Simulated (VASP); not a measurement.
The system is In2Te2O.

```xyz
10
Lattice="4.1000 0.0000 0.0000 0.0000 4.1000 0.0000 0.0000 0.0000 14.6000" Properties=species:S:1:pos:R:3 pbc="T T T"
In    2.0500    0.0000    9.1980
In    0.0000    2.0500   13.2860
In    2.0500    0.0000    1.3140
In    0.0000    2.0500    5.4020
Te    2.0500    0.0000   11.8260
Te    0.0000    2.0500    9.0520
Te    0.0000    2.0500    2.7740
Te    2.0500    0.0000    5.5480
O     2.0500    2.0500    0.0000
O     0.0000    0.0000    0.0000
```

| Quantity | Value |
| --- | --- |
| Program | VASP 6.6.1 |
| Task | relaxation of cell and atoms |
| Functional | PBE |
| Potentials or basis | VASP PAW PBE potentials, release 64 (In_d, Te, O) |
| Cutoff | 600 eV |
| k mesh | 3 × 3 × 1 |
| Occupations | gaussian, width 0.15 eV |
| Spin | no spin polarisation |

At the start: pressure 1.8 GPa; volume 24.54 Å³/atom.

**Question.** Where does the relaxation end?

**Answer.** Over 12 steps the energy falls by 198.3 meV/atom and the volume is 25.51 Å³/atom (+3.9 %); space group P4/nmm (No. 129, to 0.1 Å) before and after.

Step by step:
| step | energy change (eV) | largest force (eV/Å) | pressure (GPa) | volume (Å³) |
| --- | --- | --- | --- | --- |
| 1 | 0.0000 | 2.9759 | 1.78 | 245.43 |
| 2 | -1.1094 | 1.9352 | -1.23 | 255.26 |
| 3 | -1.4514 | 0.8961 | -2.91 | 266.03 |
| 4 | -1.6553 | 0.6745 | 1.88 | 247.60 |
| 5 | -1.6827 | 0.6510 | 0.48 | 252.06 |
| 6 | -1.7673 | 0.5048 | 0.30 | 252.75 |
| 7 | -1.8915 | 0.4935 | 0.20 | 254.74 |
| 8 | -1.9612 | 0.2243 | -0.36 | 257.13 |
| 9 | -1.9704 | 0.1263 | -0.56 | 258.32 |
| 10 | -1.9751 | 0.1824 | 0.60 | 253.22 |
| 11 | -1.9785 | 0.1610 | 0.13 | 255.19 |
| 12 | -1.9835 | 0.0786 | 0.04 | 255.11 |

Final structure:
```
CELL_PARAMETERS angstrom
4.22243 0.00000 0.00000
0.00000 4.22243 0.00000
0.00000 0.00000 14.30888
ATOMIC_POSITIONS crystal
In 0.50000 0.00000 0.61181
In 0.00000 0.50000 0.93520
In 0.50000 0.00000 0.06480
In 0.00000 0.50000 0.38819
Te 0.50000 0.00000 0.80860
Te 0.00000 0.50000 0.59426
Te 0.00000 0.50000 0.19140
Te 0.50000 0.00000 0.40574
O 0.50000 0.50000 0.00000
O 0.00000 0.00000 0.00000
```

Caveat: the k points lie up to 0.50 Å⁻¹ apart in the final cell; the relaxation stopped at a loose force limit of 0.08 eV/Å, so its end isn't a converged minimum.
